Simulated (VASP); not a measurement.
Si3C2:

```xyz
10
Lattice="2.8851 0.0000 0.0000 -1.4426 2.4986 0.0000 0.0000 0.0000 14.5047" Properties=species:S:1:pos:R:3 pbc="T T T"
Si    1.4426    0.8329    1.1583
Si    1.4426    0.8329    3.6262
Si    1.4426    0.8329    6.0941
Si    0.0000    1.6657   10.8786
Si    0.0000    1.6657   13.3464
Si    0.0000    1.6657    8.4107
C     1.4426    0.8329   12.3191
C     1.4426    0.8329    9.4380
C     0.0000    1.6657    2.1856
C     0.0000    1.6657    5.0668
```

```yaml
Program: VASP 6.6.1
Task: relaxation of cell and atoms
Functional: PBE
Potentials_or_basis: VASP PAW PBE potentials, release 64 (Si, C)
Cutoff: 600 eV
k_mesh: 6 × 6 × 2
Occupations: gaussian, width 0.1 eV
Spin: no spin polarisation
```

At the start: pressure 0.6 GPa; volume 10.46 Å³/atom.

How do energy, volume and symmetry change on relaxing?

Over 6 steps the energy falls by 2.5 meV/atom and the volume is 10.45 Å³/atom (-0.1 %); space group P6_3/mmc (No. 194, to 0.1 Å) before and after.

Step by step:
```
step  energy change (eV)  largest force (eV/Å)  pressure (GPa)  volume (Å³)
   1              0.0000                0.1226            0.57       104.56
   2             -0.0113                0.3157           -0.10       105.11
   3             -0.0178                0.2418            0.12       104.90
   4             -0.0227                0.0619           -0.92       105.12
   5             -0.0227                0.0560           -0.82       105.10
   6             -0.0252                0.0267           -0.02       104.46
```

Final structure:
```cif
data_structure
_symmetry_space_group_name_H-M 'P 1'
_symmetry_Int_Tables_number 1
_cell_length_a 2.8989
_cell_length_b 2.8989
_cell_length_c 14.3525
_cell_angle_alpha 90.000
_cell_angle_beta 90.000
_cell_angle_gamma 120.000
_cell_volume 104.46
loop_
_atom_site_label
_atom_site_type_symbol
_atom_site_fract_x
_atom_site_fract_y
_atom_site_fract_z
_atom_site_occupancy
Si1 Si 0.66667 0.33333 0.07847 1
Si2 Si 0.66667 0.33333 0.25000 1
Si3 Si 0.66667 0.33333 0.42153 1
Si4 Si 0.33333 0.66667 0.75000 1
Si5 Si 0.33333 0.66667 0.92153 1
Si6 Si 0.33333 0.66667 0.57847 1
C1 C 0.66667 0.33333 0.84943 1
C2 C 0.66667 0.33333 0.65057 1
C3 C 0.33333 0.66667 0.15057 1
C4 C 0.33333 0.66667 0.34943 1
```

Caveat: the k points lie up to 0.42 Å⁻¹ apart in the final cell, too coarse for converged energies and pressures of a metal.
